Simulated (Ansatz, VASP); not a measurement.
**Two plane-wave programs on Se**

```xyz
2
Lattice="3.5625 0.0000 0.0000 -1.7812 3.0852 0.0000 0.0000 0.0000 3.8187" Properties=species:S:1:pos:R:3 pbc="T T T"
Se    0.0000    2.0568    0.9547
Se    1.7812    1.0284    2.8640
```

Alike in both runs: functional PBEsol; k mesh 14 × 14 × 8; occupations fermi-dirac, width 0.1 eV; no spin polarisation.

Ansatz relaxed the structure, and its values are those at the end. VASP's run is a single point on that final structure, the one shown.

```csv
,VASP,Ansatz
version,VASP 6.6.1,Ansatz 0.2.0
potentials or method,"VASP PAW PBE potentials, release 64 (Se)","PAW with Ansatz's default frozen-core files, scalar-relativistic"
plane-wave cutoff (eV),520,420
valence electrons in the cell,12,32
```

Ansatz gave:

```
pressure (GPa) : 0.0
```

**Question.** What did VASP give for the same quantities?

**Answer.** Pressure (GPa): 0.1.

VASP's potentials were made for PBE, not for PBEsol. VASP's potentials hold 12 valence electrons a cell and Ansatz's 32, so a difference there can come from the potentials and not from the codes.
